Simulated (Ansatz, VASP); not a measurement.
**Two plane-wave programs on GaN**

```
CELL_PARAMETERS angstrom
0.00000 2.22770 2.22770
2.22770 0.00000 2.22770
2.22770 2.22770 0.00000
ATOMIC_POSITIONS crystal
Ga 0.00000 0.00000 0.00000
N 0.25000 0.25000 0.25000
```

Alike in both runs: functional LDA; k mesh 10 × 10 × 10; occupations gaussian, width 0.02 eV; no spin polarisation.

Ansatz relaxed the structure, and its values are those at the end. VASP's run is a single point on that final structure, the one shown.

|  | VASP | Ansatz |
| --- | --- | --- |
| version | VASP 6.6.1 | Ansatz 0.2.0 |
| potentials or method | VASP PAW LDA potentials, release 64 (Ga_d, N_h), cutoff 910 eV | scalar-relativistic, plane waves, PAW |
| valence electrons in the cell | 18 | 18 |

|  | VASP | Ansatz | Ansatz less VASP |
| --- | --- | --- | --- |
| gap on the k mesh at the Fermi level (eV) | 1.97 | 1.96 | -0.019 |
| least direct gap on the mesh (eV) | 1.97 | 1.96 | -0.019 |

LDA's correlation is that of Perdew and Zunger in VASP and of Perdew and Wang (1992) in Ansatz.

Noted on VASP's run: the cutoff is short for stress, so the pressure is rough.
